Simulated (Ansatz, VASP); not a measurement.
Two plane-wave programs on NbAl2C2

```
Al Nb C
1.0
     4.39700    0.00000    0.00000
    -2.19850    3.80791    0.00000
     0.00000    0.00000    5.40032
Al Nb C
2 1 2
Cartesian
  0.0000 2.5386 0.0000
  2.1985 1.2693 0.0000
  0.0000 0.0000 2.7002
  0.0000 0.0000 4.7212
  0.0000 0.0000 0.6791
```

Alike in both runs: functional PBE; k mesh 6 × 6 × 4; occupations gaussian, width 0.1 eV; no spin polarisation.

Ansatz relaxed the structure, and its values are those at the end. VASP's run is a single point on that final structure, the one shown.

|  | VASP | Ansatz |
| --- | --- | --- |
| version | VASP 6.6.1 | Ansatz 0.2.0 |
| potentials or method | VASP PAW PBE potentials, release 64 (Al, Nb_sv, C_h), cutoff 1300 eV | scalar-relativistic, plane waves, PAW |
| valence electrons in the cell | 27 | 27 |

|  | VASP | Ansatz | Ansatz less VASP |
| --- | --- | --- | --- |
| gap on the k mesh at the Fermi level (eV) | none | none | - |
| pressure (GPa) | -0.2 | 0.0 | +0.13 |

A gap of «none» marks a metal or a gap that the smearing closes.
